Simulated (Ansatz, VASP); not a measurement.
# One calculation of Na2S, two programs

```xyz
3
Lattice="0.0000 3.2952 3.2952 3.2952 0.0000 3.2952 3.2952 3.2952 0.0000" Properties=species:S:1:pos:R:3 pbc="T T T"
S     0.0000    0.0000    0.0000
Na    4.9428    4.9428    4.9428
Na    1.6476    1.6476    1.6476
```

Change from the starting cell: volume scaled by 1.02.

Alike in both runs: task single point; functional PBE; k mesh 7 × 7 × 7; occupations fermi-dirac, width 0.05 eV; no spin polarisation.

```csv
,VASP,Ansatz
version,VASP 6.6.1,Ansatz 0.2.0
potentials or method,"VASP PAW PBE potentials, release 64 (S, Na_pv), cutoff 500 eV","all-electron LAPW, scalar-relativistic"
```

|  | VASP | Ansatz | Ansatz less VASP |
| --- | --- | --- | --- |
| gap on the k mesh at the Fermi level (eV) | 2.41 | 2.41 | +0.002 |
| least direct gap on the mesh (eV) | 2.41 | 2.41 | +0.002 |
| pressure (GPa) | -0.3 | -0.3 | +0.01 |

Ansatz ran all-electron here, and VASP with PAW potentials.
